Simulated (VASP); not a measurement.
Wanted: the native input for a VASP 6.6.1 run.

| Item | Value |
| --- | --- |
| Task | single point |
| Functional | PBEsol |
| Potentials or basis | VASP PAW PBE potentials, release 64 (Ru_pv) |
| Cutoff | 520 eV |
| k mesh | 18 × 18 × 7 |
| Occupations | gaussian, width 0.1 eV |
| Spin | no spin polarisation |
| Dipole correction | no |
| Further INCAR settings | ALGO = Fast; EDIFF = 1e-06; NBANDS = 28 |

The structure of Ru lies in POSCAR:

```
Ru
1.0
    2.6641093052      0.0000000000      0.0000000000
   -1.3320546526      2.3071863368      0.0000000000
    0.0000000000      0.0000000000      6.5293885031
Ru
3
Direct
    0.0000000000      0.0000000000      0.0000000000
    0.3333333333      0.6666666667      0.3333333333
    0.6666666667      0.3333333333      0.6666666667
```

This isn't the form of Ru at room conditions, which is hcp.

One way to write it, as run:

INCAR

```
  PREC = Accurate
  ENCUT = 520
  EDIFF = 1E-6
  ISMEAR = 0
  SIGMA = 0.1
  LREAL = F
  LASPH = T
  NELM = 60
  ALGO = Fast
  ISIF = 2
  LWAVE = F
  LCHARG = F
  GGA = PS
  NBANDS = 28
```

KPOINTS

```
regular mesh
0
Gamma
  18 18 7
```

Potentials or basis: VASP PAW PBE potentials, release 64 (Ru_pv).

Run with:

```console
$ cat potpaw_PBE.64/Ru_pv/POTCAR > POTCAR
$ mpirun -np 1 vasp_std > vasp.out
```

It gave:

* Pressure: -0.1 GPa
* Band gap on the k mesh: zero (bands 21 and 22 overlap by 3.12 eV)

Caveat: the PAW data sets were made with another functional, which shifts forces and pressure a little.

Wall time 86 s on 1 thread of Intel(R) Xeon(R) 6975P-C (Granite Rapids), with other jobs on the host, peak memory 0.29 GiB.
